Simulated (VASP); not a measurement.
Write the native input for VASP 6.6.1 that does the following.

```
Task                   : single point
Functional             : PBE
Potentials or basis    : VASP PAW PBE potentials, release 64 (Li_sv, Cl)
Cutoff                 : 520 eV
k mesh                 : 6 × 6 × 6
Occupations            : gaussian, width 0.1 eV
Spin                   : no spin polarisation
Dipole correction      : no
Further INCAR settings : ALGO = Normal; EDIFF = 1e-06; NBANDS = 12
```

The structure of LiCl lies in POSCAR:

```
LiCl
1.0
    0.0000000000      2.4796039400      2.4796039400
    2.4796039400      0.0000000000      2.4796039400
    2.4796039400      2.4796039400      0.0000000000
Li Cl
1 1
Direct
    0.2500000000      0.2500000000      0.2500000000
    0.5000000000      0.5000000000      0.5000000000
```

The cell was built from a structure type or drawn by symmetry, and may not be a known phase.

These files were run (other wordings do the same):

INCAR

```
PREC = Accurate ; ENCUT = 520
EDIFF = 1E-6 ; ISMEAR = 0
SIGMA = 0.1 ; LREAL = F
LASPH = T ; NELM = 60
ALGO = Normal ; ISIF = 2
LWAVE = F ; LCHARG = F
GGA = PE ; NBANDS = 12
```

KPOINTS

```
regular mesh
0
Gamma
  6 6 6
```

Potentials or basis: VASP PAW PBE potentials, release 64 (Li_sv, Cl).

Run with:

```console
$ cat potpaw_PBE.64/Li_sv/POTCAR potpaw_PBE.64/Cl/POTCAR > POTCAR
$ mpirun -np 1 vasp_std > vasp.out
```

Results of the run:

- Band gap on the k mesh: 6.30 eV (least direct gap 7.25 eV)

It took 9.8 s on 1 thread of Intel Xeon 8259CL (shared host), peak memory 0.15 GiB.
